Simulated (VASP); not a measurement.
# CdS (P6_3mc) in VASP: further runs

Aim: see how the results for CdS move with the level of theory and the settings. Levels: PBE, r2SCAN. Tasks: single point.

Program: VASP 6.6.1. These are calculated values, not measurements. Logs are shortened: lines on timing, memory, paths and dates and some standing lists are left out, and cuts for length are marked.

## (1) The cell of the first run

The structure is hexagonal, space group P6_3mc (No. 186). The conventional cell has a = 4.248 Å, b = 4.248 Å, c = 6.901 Å, α = 90.00°, β = 90.00°, γ = 120.00°. Cd (site symmetry 3m) has 4 S at 2.60 Å within 3.4 Å. Within 3.4 Å of S (site symmetry 3m) lie 4 Cd at 2.60 Å.

## (2) Single point, PBE (strain +2.0%)

The input, INCAR:

```
SYSTEM = CdS
ALGO = Normal
EDIFF = 1E-6
ENCUT = 520
GGA = PE
ISIF = 2
ISMEAR = -1
LASPH = .True.
LCHARG = .False.
LREAL = .False.
LWAVE = .False.
NBANDS = 26
NELM = 100
PREC = Accurate
SIGMA = 0.02
```

The input, KPOINTS:

```
k-points
0
Gamma
  12 12 4
  0 0 0
```

The input, POSCAR:

```
CdS
1.0
    4.2478933084      0.0000000000      0.0000000000
   -2.1239466542      3.6787835176      0.0000000000
    0.0000000000      0.0000000000      6.9013306998
Cd S
2 2
Direct
    0.3333333333      0.6666666667     -0.0009631164
    0.6666666667      0.3333333333      0.4990368836
    0.3333333333      0.6666666667      0.3759631164
    0.6666666667      0.3333333333      0.8759631164
```

Potentials or basis: VASP PAW PBE potentials, release 64 (Cd, S).

Launch:

```console
$ cat potpaw_PBE.64/Cd/POTCAR potpaw_PBE.64/S/POTCAR > POTCAR
$ mpirun -np 1 vasp_std > vasp.out
```

OUTCAR:

```text
SYSTEM = CdS
   EDIFF = 1E-6
   ENCUT = 520
   GGA = PE
   ISIF = 2
   ISMEAR = -1
   LASPH = .True.
   LREAL = .False.
   NELM = 100
   PREC = Accurate

 ion  position               nearest neighbor table
   1  0.333  0.667  0.999-   4 2.60   4 2.60   4 2.60   3 2.60
   2  0.667  0.333  0.499-   3 2.60   3 2.60   3 2.60   4 2.60
   3  0.333  0.667  0.376-   2 2.60   2 2.60   2 2.60   1 2.60
   4  0.667  0.333  0.876-   1 2.60   1 2.60   1 2.60   2 2.60

  LATTYP: Found a hexagonal cell.
 ALAT       =     4.2478933084
 C/A-ratio  =     1.6246478428

  Lattice vectors:

 A1 = (   4.2478933084,   0.0000000000,   0.0000000000)
 A2 = (  -2.1239466542,   3.6787835176,   0.0000000000)
 A3 = (   0.0000000000,   0.0000000000,   6.9013306998)

Analysis of symmetry for initial positions (statically):
=====================================================================
 Subroutine PRICEL returns:
 Original cell was already a primitive cell.

 Routine SETGRP: Setting up the symmetry group for a
 hexagonal supercell.

 Subroutine GETGRP returns: Found 12 space group operations
 (whereof  6 operations were pure point group operations)
 out of a pool of 24 trial point group operations.

The static configuration has the point symmetry C_3v.
 The point group associated with its full space group is C_6v.

Analysis of symmetry for dynamics (positions and initial velocities):
=====================================================================
 Subroutine PRICEL returns:
 Original cell was already a primitive cell.

 Routine SETGRP: Setting up the symmetry group for a
 hexagonal supercell.

 Subroutine GETGRP returns: Found 12 space group operations
 (whereof  6 operations were pure point group operations)
 out of a pool of 24 trial point group operations.

The dynamic configuration has the point symmetry C_3v.
 The point group associated with its full space group is C_6v.

 Subroutine INISYM returns: Found 12 space group operations
 (whereof  6 operations are pure point group operations),
 and found     1 'primitive' translations

----------------------------------------------------------------------------------------

                                     Primitive cell

  volume of cell :     107.8476

  direct lattice vectors                    reciprocal lattice vectors
     4.247893308  0.000000000  0.000000000     0.235410809  0.135914494  0.000000000
    -2.123946654  3.678783518  0.000000000     0.000000000  0.271828988  0.000000000
     0.000000000  0.000000000  6.901330700     0.000000000  0.000000000  0.144899592

  length of vectors
     4.247893308  4.247893308  6.901330700     0.271828988  0.271828988  0.144899592

  position of ions in fractional coordinates (direct lattice)
     0.333333333  0.666666667  0.999036884
     0.666666667  0.333333333  0.499036884
     0.333333333  0.666666667  0.375963116
     0.666666667  0.333333333  0.875963116

  ion indices of the primitive-cell ions
   primitive index   ion index
                 1           1
                 2           2
                 3           3
                 4           4

----------------------------------------------------------------------------------------

 KPOINTS: k-points

Automatic generation of k-mesh.
 Grid dimensions read from file:
 generate k-points for:   12   12    4

 Generating k-lattice:

  Cartesian coordinates                     Fractional coordinates (reciprocal lattice)
     0.019617567  0.011326208  0.000000000     0.083333333  0.000000000  0.000000000
     0.000000000  0.022652416  0.000000000     0.000000000  0.083333333  0.000000000
     0.000000000  0.000000000  0.036224898     0.000000000  0.000000000  0.250000000

  Length of vectors
     0.022652416  0.022652416  0.036224898

  Shift w.r.t. Gamma in fractional coordinates (k-lattice)
     0.000000000  0.000000000  0.000000000

 Subroutine IBZKPT returns following result:
 ===========================================

 Found     57 irreducible k-points:

 Following reciprocal coordinates:
            Coordinates               Weight
  0.000000  0.000000  0.000000      1.000000
  0.083333  0.000000  0.000000      6.000000
  0.166667  0.000000  0.000000      6.000000
  0.250000  0.000000  0.000000      6.000000
  0.333333 -0.000000  0.000000      6.000000
  0.416667  0.000000  0.000000      6.000000
[... 16 lines left out ...]
  0.250000  0.000000  0.250000     12.000000
  0.333333 -0.000000  0.250000     12.000000
 [... further k-points ...]
   k-points           NKPTS =     57   k-points in BZ     NKDIM =     57   number of bands    NBANDS=     26
   number of dos      NEDOS =    301   number of ions     NIONS =      4
   total plane-waves  NPLWV =  55296
   dimension x,y,z NGX =    32 NGY =   32 NGZ =   54
   dimension x,y,z NGXF=    64 NGYF=   64 NGZF=  108
   ions per type =               2   2
   NGX,Y,Z   is equivalent  to a cutoff of  12.52, 12.52, 13.01 a.u.
   NGXF,Y,Z  is equivalent  to a cutoff of  25.05, 25.05, 26.02 a.u.
 SYSTEM =  CdS
   PREC   = accura    normal or accurate (medium, high low for compatibility)
   ISTART =      0    job   : 0-new  1-cont  2-samecut
   ICHARG =      2    charge: 1-file 2-atom 10-const
   ISPIN  =      1    spin polarized calculation?
   LNONCOLLINEAR =      F non collinear calculations
   LSORBIT =      F    spin-orbit coupling
   LASPH  =      T    aspherical Exc in radial PAW
   ENCUT  =  520.0 eV  38.22 Ry    6.18 a.u.   7.90  7.90 12.83*2*pi/ulx,y,z
   NELM   =    100;   NELMIN=  2; NELMDL= -5     # of ELM steps
   EDIFF  = 0.1E-05   stopping-criterion for ELM
   LREAL  =      F    real-space projection
   EDIFFG = 0.1E-04   stopping-criterion for IOM
   NSW    =      0    number of steps for IOM
   IBRION =     -1    ionic relax: 0-MD 1-quasi-New 2-CG
   NFREE  =      0    steps in history (QN), initial steepest desc. (CG)
   ISIF   =      2    stress and relaxation
   ISYM   =      2    0-nonsym 1-usesym 2-fastsym
   POTIM  = 0.5000    time-step for ionic-motion
   TEBEG  =    0.0;   TEEND  =   0.0 temperature during run
   PSTRESS=    0.0 pullay stress
   NELECT =      36.0000    total number of electrons
   NUPDOWN=      -1.0000    fix difference up-down
   EMIN   =  10.00;   EMAX   =-10.00  energy-range for DOS
   EFERMI =   0.00;   METHOD = LEGACY
   ISMEAR =    -1;   SIGMA  =   0.02  broadening in eV -4-tet -1-fermi 0-gaus
   EFERMI_NEDOS =   21; number of points for ismear=-14 and -15
   IALGO  =     38    algorithm
   IMIX   =      4    mixing-type and parameters
     AMIX     =   0.40;   BMIX     =  1.00
     AMIX_MAG =   1.60;   BMIX_MAG =  1.00
  volume/ion in A,a.u.               =      26.96       181.95
  Fermi-wavevector in a.u.,A,eV,Ry     =   1.135635  2.146039 17.546983  1.289667
  Thomas-Fermi vector in A             =   2.272340
   LORBIT       =      0    0 simple, 1 ext, 2 COOP (PROOUT), +10 PAW based schemes
   GGA     = PE    functional components
   LHFCALC =     F    Hartree Fock is set to
   AEXX    =    0.0000 exact exchange contribution
   IVDW    =     0    specifies the selected vdW correction
   LEPSILON=     F    determine dielectric tensor
   LRPA    =     F    only Hartree local field effects (RPA)
 non-spin polarized calculation
  energy-cutoff  :      520.00
  volume of cell :      107.85
 maximum number of plane-waves:      2922
 NGX is ok and might be reduce to    32
   NGX = 15   NGY = 15   NGZ = 25

 number of electron      36.0000000 magnetization

 Free energy of the ion-electron system (eV)
  ---------------------------------------------------
  ext. energy  EPLUGINS =         0.00000000
  ---------------------------------------------------
  free energy    TOTEN  =       -12.28586870 eV

  energy without entropy =      -12.28586870  energy(sigma->0) =      -12.28586870

 E-fermi :   1.0717     XC(G=0):  -8.7601

 val. band max:        0.6367510671   @ k =   0.0000   0.0000   0.0000
 cond. band min:       1.6681571853   @ k =   0.0000   0.0000   0.0000
 fundamental gap:      1.0314061182
 Fermi energy:         1.0717211686

 k-point     1 :       0.0000    0.0000    0.0000
  band No.  band energies     occupation
      1     -11.2599      2.00000
      2     -10.9016      2.00000
      3      -6.8118      2.00000
      4      -6.8074      2.00000
      5      -6.8074      2.00000
      6      -6.7401      2.00000
[... 18 lines left out ...]
     25       8.1438      0.00000
     26       8.1438      0.00000

 k-point     2 :       0.0833    0.0000    0.0000
  band No.  band energies     occupation
      1     -11.2390      2.00000
      2     -10.8923      2.00000
      3      -6.8066      2.00000
      4      -6.7989      2.00000
      5      -6.7887      2.00000
      6      -6.7305      2.00000
[... 18 lines left out ...]
     25       8.0547      0.00000
     26       8.2820      0.00000

 k-point     3 :       0.1667    0.0000    0.0000
  band No.  band energies     occupation
      1     -11.1810      2.00000
      2     -10.8677      2.00000
      3      -6.7866      2.00000
      4      -6.7771      2.00000
      5      -6.7398      2.00000
      6      -6.7001      2.00000
[... 18 lines left out ...]
     25       8.0360      0.00000
     26       8.6662      0.00000

 k-point     4 :       0.2500    0.0000    0.0000
  band No.  band energies     occupation
      1     -11.0988      2.00000
      2     -10.8369      2.00000
      3      -6.7621      2.00000
      4      -6.7511      2.00000
      5      -6.6744      2.00000
      6      -6.6539      2.00000
[... 18 lines left out ...]
     25       8.4909      0.00000
     26       9.0667      0.00000
[... 496 lines left out ...]
      1     -11.1331      2.00000
      2     -10.9109      2.00000
      3      -6.7713      2.00000
      4      -6.7671      2.00000
      5      -6.7248      2.00000
      6      -6.7105      2.00000
[... 18 lines left out ...]
     25       8.0999      0.00000
     26       8.3887      0.00000

 k-point    23 :       0.2500    0.0000    0.2500
  band No.  band energies     occupation
      1     -11.0577      2.00000
      2     -10.8720      2.00000
      3      -6.7505      2.00000
      4      -6.7376      2.00000
      5      -6.6866      2.00000
      6      -6.6687      2.00000
[... 18 lines left out ...]
     25       8.2312      0.00000
     26       8.9209      0.00000

 k-point    24 :       0.3333   -0.0000    0.2500
  band No.  band energies     occupation
      1     -10.9785      2.00000
      2     -10.8368      2.00000
      3      -6.7361      2.00000
      4      -6.7128      2.00000
      5      -6.6526      2.00000
      6      -6.6281      2.00000
[... 18 lines left out ...]
     25       8.3884      0.00000
     26       9.5038      0.00000

 [... further k-points ...]
[... 5 lines left out ...]
  --------------------------------------------------------------------------------------
  -------------------------------------------------------------------------------------
  Total       -1.0070194     -1.0070194     -0.9508826      0.0000000      0.0000000      0.0000000
  in kB      -14.9602121    -14.9602121    -14.1262469      0.0000000      0.0000000      0.0000000
  external PRESSURE =     -14.6822237 kB  Pullay stress =       0.0000000 kB

 VOLUME and BASIS-vectors are now :
 -----------------------------------------------------------------------------
  energy-cutoff  :      520.00
  volume of cell :      107.85
      direct lattice vectors                 reciprocal lattice vectors
     4.247893308  0.000000000  0.000000000     0.235410809  0.135914494  0.000000000
    -2.123946654  3.678783518  0.000000000     0.000000000  0.271828988  0.000000000
     0.000000000  0.000000000  6.901330700     0.000000000  0.000000000  0.144899592

 POSITION                                       TOTAL-FORCE (eV/Angst)
 -----------------------------------------------------------------------------------
     -0.00000      2.45252      6.89468        -0.000000      0.000000     -0.000901
      2.12395      1.22626      3.44402         0.000000     -0.000000     -0.000901
     -0.00000      2.45252      2.59465        -0.000000      0.000000      0.000901
      2.12395      1.22626      6.04531         0.000000      0.000000      0.000901
 -----------------------------------------------------------------------------------
    total drift:                               -0.000000      0.000000     -0.000502

  FREE ENERGIE OF THE ION-ELECTRON SYSTEM (eV)
  ---------------------------------------------------
  free  energy   TOTEN  =       -12.2858687008 eV

  energy  without entropy=      -12.2858687008  energy(sigma->0) =      -12.28586870
```

Wall time 2.5 min (1 thread of Intel Xeon 8259CL, shared host); peak memory 0.3 GiB.

What came out:

* Free energy: -12.2859 eV
* Pressure: -1.5 GPa
* Band gap on the k mesh: 1.03 eV

Caveat: the cell differs from its parent crystal (strain +2.0%). A k mesh can miss the band edges.

(Part 1 of 2 ends here.)
